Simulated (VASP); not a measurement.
Runs of VASP 6.6.1 on Ti. The structure is that of space group P6_3/mmc (No. 194), or close to it. The cells are those of the table. 

| task | cell | cutoff (eV) | gap on the mesh (eV) | pressure (GPa) |
| --- | --- | --- | --- | --- |
| single point | a = 2.239, b = 2.239, c = 4.368 Å, angles 90.0, 90.0, 120.0°, 2 atoms | 520 | none | (a) |
| relaxation of cell and atoms | relaxed to 140 GPa from a = 2.396, b = 2.396, c = 3.882 Å, angles 90.0, 90.0, 120.0°, 2 atoms | 600 | none | 139.9 |
| single point | a = 2.239, b = 2.239, c = 4.367 Å, angles 90.0, 90.0, 120.0°, 2 atoms | 520 | none | 141.5 |
| relaxation of cell and atoms | relaxed to 140 GPa from a = 2.239, b = 2.239, c = 4.367 Å, angles 90.0, 90.0, 120.0°, 2 atoms | 600 | none | 140.0 |

Alike in all rows: level LDA; potentials or basis VASP PAW LDA potentials, release 64 (Ti_sv); no spin polarisation; k mesh 18 × 18 × 10; smearing fermi-dirac 0.1 eV.

Question: Estimate the missing entries.

Answer: (a) 141.3.

Caveats: the cell is relaxed towards a set pressure, so the enthalpy falls and the energy may rise (some runs).

A gap of «none» marks levels without a gap at the run's occupations.
